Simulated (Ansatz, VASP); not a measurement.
Two plane-wave programs on InP

```xyz
2
Lattice="0.0000 2.8550 2.8550 2.8550 0.0000 2.8550 2.8550 2.8550 0.0000" Properties=species:S:1:pos:R:3 pbc="T T T"
In    0.0000    0.0000    0.0000
P     2.8550    2.8550    3.3550
```

Change from the starting cell: all P atoms moved -0.500 Å, as atom 2 towards its neighbour atom 1 (In) at 2.855 Å.

Alike in both runs: task single point; functional PBEsol; k mesh 14 × 14 × 14; occupations gaussian, width 0.15 eV; no spin polarisation.

|  | VASP | Ansatz |
| --- | --- | --- |
| version | VASP 6.6.1 | Ansatz 0.2.0 |
| potentials or method | VASP PAW PBE potentials, release 64 (In_d, P), cutoff 520 eV | scalar-relativistic, plane waves, PAW |
| valence electrons in the cell | 18 | 18 |

VASP gave:

| Item | Value |
| --- | --- |
| gap on the k mesh at the Fermi level (eV) | none |
| pressure (GPa) | -2.2 |
| traceless stress, the component that is largest in VASP (GPa) | 14.84 |
| rms of the force components (eV/Å) | 1.150 |

Which values does Ansatz return?

gap on the k mesh at the Fermi level (eV): none; pressure (GPa): -2.2; traceless stress, the component that is largest in VASP (GPa): 14.96; rms of the force components (eV/Å): 1.160.

VASP's potentials were made for PBE, not for PBEsol. Atom by atom the forces differ by 0.010 eV/Å (rms over components). A gap of «none» marks a metal or a gap that the smearing closes.
